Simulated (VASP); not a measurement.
Here is a VASP 6.6.1 calculation.

POSCAR

```
TlCl
1.0
    3.7936346943      0.0000000000      0.0000000000
    0.0000000000      3.7936346943      0.0000000000
    0.0000000000      0.0000000000      3.7936346943
Tl Cl
1 1
Direct
    0.0000000000      0.0000000000      0.0000000000
    0.5000000000      0.5000000000      0.5000000000
```

File INCAR.step1:

```
  PREC = Accurate
  ENCUT = 550
  ISMEAR = -1
  SIGMA = 0.02
  LREAL = F
  LASPH = T
  NELM = 120
  NBANDS = 17
  GGA = PE
  ALGO = Normal
  EDIFF = 1E-5
  LWAVE = T
  LCHARG = F
  GGA_COMPAT = F
```

INCAR.step2

```
  PREC = Accurate
  ENCUT = 550
  EDIFF = 1E-6
  ISMEAR = -1
  SIGMA = 0.02
  LREAL = F
  LASPH = T
  NELM = 120
  ALGO = Normal
  ISIF = 2
  LWAVE = F
  LCHARG = T
  METAGGA = R2SCAN
  LMIXTAU = T
  LUSE_VDW = T
  IVDW_NL = 2
  BPARAM = 11.95
  CPARAM = 0.0093
  LELF = T
  LVHAR = T
  NBANDS = 17
  ISTART = 1
  GGA_COMPAT = F
```

File KPOINTS:

```
Automatic mesh
0
Gamma
  6 6 6
```

Potentials or basis: VASP PAW PBE potentials, release 64 (Tl_d, Cl).

Launch:

```sh
$ cat potpaw_PBE.64/Tl_d/POTCAR potpaw_PBE.64/Cl/POTCAR > POTCAR
$ cp INCAR.step1 INCAR
$ mpirun -np 1 vasp_std > vasp.out
$ cp INCAR.step2 INCAR
$ mpirun -np 1 vasp_std > vasp.out
```

**Question.** What does it give for the band gap on the k mesh?

**Answer.** 2.37 eV.

**Question.** Estimate the pressure.

**Answer.** 0.1 GPa.

Caveat: the PAW data sets were made with another functional, which shifts forces and pressure a little; spin-orbit coupling is left out, which moves the levels of the heavy elements. A k mesh can miss the band edges.
